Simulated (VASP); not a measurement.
# C (Im-3m) in VASP: notebook

The runs below take C through single point, with RPBE.

Program: VASP 6.6.1. These are calculated values, not measurements. Logs are shortened: lines on timing, memory, paths and dates and some standing lists are left out, and cuts for length are marked.

**1. The cell of the first run**

Symmetry: Im-3m, No. 229, cubic system. Conventional cell: a = 2.390 Å, b = 2.390 Å, c = 2.390 Å, α = 90.00°, β = 90.00°, γ = 90.00°. Within 2.7 Å of C (site symmetry m-3m) lie 14 C at 2.07 to 2.39 Å.

**2. Single point, RPBE**

The input, INCAR:

```
SYSTEM = C
PREC = Accurate ; ENCUT = 520
EDIFF = 1E-6 ; ISMEAR = -1
SIGMA = 0.1 ; LREAL = .False.
LASPH = .True. ; NELM = 60
ALGO = Normal ; ISIF = 2
LWAVE = .False. ; LCHARG = .False.
GGA = RP ; NBANDS = 8
```

The input, KPOINTS:

```
Automatic mesh
0
Gamma
  21 21 21
  0 0 0
```

The input, POSCAR:

```
C
1.0
   -1.1952113087      1.1952113087      1.1952113087
    1.1952113087     -1.1952113087      1.1952113087
    1.1952113087      1.1952113087     -1.1952113087
C
1
Direct
    0.0000000000      0.0000000000      0.0000000000
```

Potentials or basis: VASP PAW PBE potentials, release 64 (C).

Run with:

```console
$ cat potpaw_PBE.64/C/POTCAR > POTCAR
$ mpirun -np 1 vasp_std > vasp.out
```

OUTCAR:

```text
SYSTEM = C
   PREC = Accurate
   ENCUT = 520
   EDIFF = 1E-6
   ISMEAR = -1
   LREAL = .False.
   LASPH = .True.
   NELM = 60
   ISIF = 2
   GGA = RP

 ion  position               nearest neighbor table
   1  0.000  0.000  0.000-

  LATTYP: Found a body centered cubic cell.
 ALAT       =     2.3904226174

  Lattice vectors:

 A1 = (  -1.1952113087,   1.1952113087,   1.1952113087)
 A2 = (   1.1952113087,  -1.1952113087,   1.1952113087)
 A3 = (   1.1952113087,   1.1952113087,  -1.1952113087)

Analysis of symmetry for initial positions (statically):
=====================================================================
 Subroutine PRICEL returns:
 Original cell was already a primitive cell.

 Routine SETGRP: Setting up the symmetry group for a
 body centered cubic supercell.

 Subroutine GETGRP returns: Found 48 space group operations
 (whereof 48 operations were pure point group operations)
 out of a pool of 48 trial point group operations.

The static configuration has the point symmetry O_h .

Analysis of symmetry for dynamics (positions and initial velocities):
=====================================================================
 Subroutine PRICEL returns:
 Original cell was already a primitive cell.

 Routine SETGRP: Setting up the symmetry group for a
 body centered cubic supercell.

 Subroutine GETGRP returns: Found 48 space group operations
 (whereof 48 operations were pure point group operations)
 out of a pool of 48 trial point group operations.

The dynamic configuration has the point symmetry O_h .

 Subroutine INISYM returns: Found 48 space group operations
 (whereof 48 operations are pure point group operations),
 and found     1 'primitive' translations

----------------------------------------------------------------------------------------

                                     Primitive cell

  volume of cell :       6.8296

  direct lattice vectors                    reciprocal lattice vectors
    -1.195211309  1.195211309  1.195211309     0.000000000  0.418336069  0.418336069
     1.195211309 -1.195211309  1.195211309     0.418336069  0.000000000  0.418336069
     1.195211309  1.195211309 -1.195211309     0.418336069  0.418336069  0.000000000

  length of vectors
     2.070166712  2.070166712  2.070166712     0.591616542  0.591616542  0.591616542

  position of ions in fractional coordinates (direct lattice)
     0.000000000  0.000000000  0.000000000

  ion indices of the primitive-cell ions
   primitive index   ion index
                 1           1

----------------------------------------------------------------------------------------

 KPOINTS: Automatic mesh

Automatic generation of k-mesh.
 Grid dimensions read from file:
 generate k-points for:   21   21   21

 Generating k-lattice:

  Cartesian coordinates                     Fractional coordinates (reciprocal lattice)
     0.000000000  0.019920765  0.019920765     0.047619048  0.000000000  0.000000000
     0.019920765  0.000000000  0.019920765     0.000000000  0.047619048  0.000000000
     0.019920765  0.019920765  0.000000000     0.000000000  0.000000000  0.047619048

  Length of vectors
     0.028172216  0.028172216  0.028172216

  Shift w.r.t. Gamma in fractional coordinates (k-lattice)
     0.000000000  0.000000000  0.000000000

 Subroutine IBZKPT returns following result:
 ===========================================

 Found    286 irreducible k-points:

 Following reciprocal coordinates:
            Coordinates               Weight
  0.000000  0.000000  0.000000      1.000000
  0.047619  0.000000  0.000000     12.000000
  0.095238  0.000000  0.000000     12.000000
  0.142857  0.000000  0.000000     12.000000
  0.190476  0.000000  0.000000     12.000000
  0.238095  0.000000  0.000000     12.000000
[... 16 lines left out ...]
  0.142857  0.095238  0.000000     48.000000
  0.190476  0.095238  0.000000     48.000000
 [... further k-points ...]
   k-points           NKPTS =    286   k-points in BZ     NKDIM =    286   number of bands    NBANDS=      8
   number of dos      NEDOS =    301   number of ions     NIONS =      1
   total plane-waves  NPLWV =   4096
   dimension x,y,z NGX =    16 NGY =   16 NGZ =   16
   dimension x,y,z NGXF=    32 NGYF=   32 NGZF=   32
   ions per type =               1
   NGX,Y,Z   is equivalent  to a cutoff of  12.85, 12.85, 12.85 a.u.
   NGXF,Y,Z  is equivalent  to a cutoff of  25.70, 25.70, 25.70 a.u.
 SYSTEM =  C
   PREC   = accura    normal or accurate (medium, high low for compatibility)
   ISTART =      0    job   : 0-new  1-cont  2-samecut
   ICHARG =      2    charge: 1-file 2-atom 10-const
   ISPIN  =      1    spin polarized calculation?
   LNONCOLLINEAR =      F non collinear calculations
   LSORBIT =      F    spin-orbit coupling
   LASPH  =      T    aspherical Exc in radial PAW
   ENCUT  =  520.0 eV  38.22 Ry    6.18 a.u.   3.85  3.85  3.85*2*pi/ulx,y,z
   NELM   =     60;   NELMIN=  2; NELMDL= -5     # of ELM steps
   EDIFF  = 0.1E-05   stopping-criterion for ELM
   LREAL  =      F    real-space projection
   EDIFFG = 0.1E-04   stopping-criterion for IOM
   NSW    =      0    number of steps for IOM
   IBRION =     -1    ionic relax: 0-MD 1-quasi-New 2-CG
   NFREE  =      0    steps in history (QN), initial steepest desc. (CG)
   ISIF   =      2    stress and relaxation
   ISYM   =      2    0-nonsym 1-usesym 2-fastsym
   POTIM  = 0.5000    time-step for ionic-motion
   TEBEG  =    0.0;   TEEND  =   0.0 temperature during run
   PSTRESS=    0.0 pullay stress
   NELECT =       4.0000    total number of electrons
   NUPDOWN=      -1.0000    fix difference up-down
   EMIN   =  10.00;   EMAX   =-10.00  energy-range for DOS
   EFERMI =   0.00;   METHOD = LEGACY
   ISMEAR =    -1;   SIGMA  =   0.10  broadening in eV -4-tet -1-fermi 0-gaus
   EFERMI_NEDOS =   21; number of points for ismear=-14 and -15
   IALGO  =     38    algorithm
   IMIX   =      4    mixing-type and parameters
     AMIX     =   0.40;   BMIX     =  1.00
     AMIX_MAG =   1.60;   BMIX_MAG =  1.00
  volume/ion in A,a.u.               =       6.83        46.09
  Fermi-wavevector in a.u.,A,eV,Ry     =   1.369715  2.588386 25.526142  1.876119
  Thomas-Fermi vector in A             =   2.495565
   LORBIT       =      0    0 simple, 1 ext, 2 COOP (PROOUT), +10 PAW based schemes
   GGA     = RP    functional components
   LHFCALC =     F    Hartree Fock is set to
   AEXX    =    0.0000 exact exchange contribution
   IVDW    =     0    specifies the selected vdW correction
   LEPSILON=     F    determine dielectric tensor
   LRPA    =     F    only Hartree local field effects (RPA)
 non-spin polarized calculation
  energy-cutoff  :      520.00
  volume of cell :        6.83
 maximum number of plane-waves:       197
   NGX =  7   NGY =  7   NGZ =  7

 number of electron       4.0000000 magnetization

 Free energy of the ion-electron system (eV)
  ---------------------------------------------------
  ext. energy  EPLUGINS =         0.00000000
  ---------------------------------------------------
  free energy    TOTEN  =        -4.46786876 eV

  energy without entropy =       -4.45581259  energy(sigma->0) =       -4.46184068

 E-fermi :   8.2932     XC(G=0): -12.9954

 val. band max:        8.2792134022   @ k =  -0.2857   0.4762   0.0476
 cond. band min:       8.3322776208   @ k =  -0.3333   0.3810   0.2857
 fundamental gap:      0.0530642186
 Fermi energy:         8.2932034844

 k-point     1 :       0.0000    0.0000    0.0000
  band No.  band energies     occupation
      1     -11.0915      2.00000
      2      17.2518      0.00000
      3      17.2518      0.00000
      4      17.2518      0.00000
      5      41.0977      0.00000
      6      41.0977      0.00000
      7      41.0977      0.00000
      8      42.9216      0.00000

 k-point     2 :       0.0476    0.0000    0.0000
  band No.  band energies     occupation
      1     -10.9913      2.00000
      2      17.0016      0.00000
      3      17.1110      0.00000
      4      17.2231      0.00000
      5      40.3511      0.00000
      6      40.3602      0.00000
      7      41.4513      0.00000
      8      42.9382      0.00000

 k-point     3 :       0.0952    0.0000    0.0000
  band No.  band energies     occupation
      1     -10.6906      2.00000
      2      16.2612      0.00000
      3      16.7174      0.00000
      4      17.1396      0.00000
      5      38.2312      0.00000
      6      38.8242      0.00000
      7      42.4817      0.00000
      8      42.9741      0.00000

 k-point     4 :       0.1429    0.0000    0.0000
  band No.  band energies     occupation
      1     -10.1900      2.00000
      2      15.0577      0.00000
      3      16.1446      0.00000
      4      17.0076      0.00000
      5      35.9558      0.00000
      6      37.1930      0.00000
      7      42.7875      0.00000
      8      42.9864      0.00000

 k-point     5 :       0.1905    0.0000    0.0000
  band No.  band energies     occupation
      1      -9.4907      2.00000
      2      13.4490      0.00000
      3      15.4775      0.00000
      4      16.8362      0.00000
      5      34.0451      0.00000
      6      35.6721      0.00000
      7      42.3867      0.00000
      8      43.0037      0.00000

 k-point     6 :       0.2381    0.0000    0.0000
  band No.  band energies     occupation
      1      -8.5947      2.00000
      2      11.5265      0.00000
      3      14.7929      0.00000
      4      16.6387      0.00000
      5      32.5595      0.00000
      6      34.3307      0.00000
      7      42.3301      0.00000
      8      43.0185      0.00000

 k-point     7 :       0.2857    0.0000    0.0000
  band No.  band energies     occupation
      1      -7.5043      2.00000
      2       9.4004      0.00003
      3      14.1518      0.00000
      4      16.4340      0.00000
      5      31.4570      0.00000
      6      33.1958      0.00000
      7      42.5944      0.00000
      8      43.0397      0.00000

 k-point     8 :       0.3333    0.0000    0.0000
  band No.  band energies     occupation
      1      -6.2235      2.00000
      2       7.1749      1.99997
      3      13.5969      0.00000
      4      16.2393      0.00000
      5      30.6689      0.00000
      6      32.2800      0.00000
      7      43.0559      0.00000
      8      43.1285      0.00000

 k-point     9 :       0.3810    0.0000    0.0000
  band No.  band energies     occupation
      1      -4.7576      2.00000
      2       4.9360      2.00000
      3      13.1588      0.00000
      4      16.0742      0.00000
      5      30.1327      0.00000
      6      31.5895      0.00000
      7      43.0634      0.00000
      8      43.8473      0.00000

 k-point    10 :       0.4286    0.0000    0.0000
  band No.  band energies     occupation
      1      -3.1141      2.00000
      2       2.7483      2.00000
      3      12.8569      0.00000
      4      15.9549      0.00000
      5      29.8010      0.00000
      6      31.1276      0.00000
      7      43.0748      0.00000
      8      44.5965      0.00000
[... 78 lines left out ...]
 k-point    18 :       0.3333    0.0476    0.0000
  band No.  band energies     occupation
      1      -5.4399      2.00000
      2       6.1086      2.00000
      3      13.1530      0.00000
      4      15.9433      0.00000
      5      30.5378      0.00000
      6      32.0908      0.00000
      7      42.4490      0.00000
      8      43.9423      0.00000

 k-point    19 :       0.3810    0.0476    0.0000
  band No.  band energies     occupation
      1      -3.8849      2.00000
      2       3.8955      2.00000
      3      12.7722      0.00000
      4      15.7880      0.00000
      5      30.1304      0.00000
      6      31.5621      0.00000
      7      42.6649      0.00000
      8      44.4321      0.00000

 k-point    20 :       0.4286    0.0476    0.0000
  band No.  band energies     occupation
      1      -2.1576      2.00000
      2       1.7557      2.00000
      3      12.5388      0.00000
      4      15.6887      0.00000
      5      29.9003      0.00000
      6      31.2441      0.00000
      7      42.7808      0.00000
      8      44.9316      0.00000

 k-point    21 :       0.4762    0.0476    0.0000
  band No.  band energies     occupation
      1      -0.2712      2.00000
      2      -0.2712      2.00000
      3      12.4602      0.00000
      4      15.6545      0.00000
      5      29.8259      0.00000
      6      31.1380      0.00000
      7      42.8066      0.00000
      8      45.1521      0.00000

 k-point    22 :       0.0952    0.0952    0.0000
  band No.  band energies     occupation
      1      -9.8900      2.00000
      2      14.5570      0.00000
      3      15.8495      0.00000
      4      16.6587      0.00000
      5      35.3840      0.00000
      6      36.2669      0.00000
      7      42.1356      0.00000
      8      42.5849      0.00000

 k-point    23 :       0.1429    0.0952    0.0000
  band No.  band energies     occupation
      1      -9.1916      2.00000
      2      13.2220      0.00000
      3      14.9985      0.00000
      4      16.3889      0.00000
      5      33.9378      0.00000
      6      35.0976      0.00000
      7      41.9589      0.00000
      8      42.7751      0.00000

 k-point    24 :       0.1905    0.0952    0.0000
  band No.  band energies     occupation
      1      -8.2966      2.00000
      2      11.5201      0.00000
      3      14.1236      0.00000
      4      16.1212      0.00000
      5      32.7526      0.00000
      6      34.1442      0.00000
      7      41.7496      0.00000
      8      43.2005      0.00000

 [... further k-points ...]
[... 5 lines left out ...]
  --------------------------------------------------------------------------------------
  -------------------------------------------------------------------------------------
  Total       -0.0157808     -0.0157808     -0.0157808     -0.0000000      0.0000000      0.0000000
  in kB       -3.7020890     -3.7020890     -3.7020890     -0.0000000      0.0000000      0.0000000
  external PRESSURE =      -3.7020890 kB  Pullay stress =       0.0000000 kB

 VOLUME and BASIS-vectors are now :
 -----------------------------------------------------------------------------
  energy-cutoff  :      520.00
  volume of cell :        6.83
      direct lattice vectors                 reciprocal lattice vectors
    -1.195211309  1.195211309  1.195211309     0.000000000  0.418336069  0.418336069
     1.195211309 -1.195211309  1.195211309     0.418336069  0.000000000  0.418336069
     1.195211309  1.195211309 -1.195211309     0.418336069  0.418336069  0.000000000

 POSITION                                       TOTAL-FORCE (eV/Angst)
 -----------------------------------------------------------------------------------
      0.00000      0.00000      0.00000         0.000000      0.000000      0.000000
 -----------------------------------------------------------------------------------
    total drift:                                0.000000      0.000000      0.000000

  FREE ENERGIE OF THE ION-ELECTRON SYSTEM (eV)
  ---------------------------------------------------
  free  energy   TOTEN  =        -4.4678687625 eV

  energy  without entropy=       -4.4558125916  energy(sigma->0) =       -4.46184068
```

It took 4 s on 1 thread of Intel Xeon Platinum 8559C (Emerald Rapids), shared host; peak memory 0.11 GiB.

Results:

```yaml
Free_energy: -4.4679 eV
Pressure: -0.4 GPa
Band_gap_on_the_k_mesh: zero (band 2 reaches 17.25 eV, above the bottom of band 3 at 3.39 eV)
```

Levels at points of the mesh, in eV from the Fermi level:
| k point | band 1 | band 2 | band 3 | band 4 | band 5 |
| --- | --- | --- | --- | --- | --- |
| (0.00, 0.00, 0.00) | -19.38 | 8.96 | 8.96 | 8.96 | 32.80 |

Caveat: the PAW data sets were made with another functional, which shifts forces and pressure a little.

(Continued in part 2 of 2.)
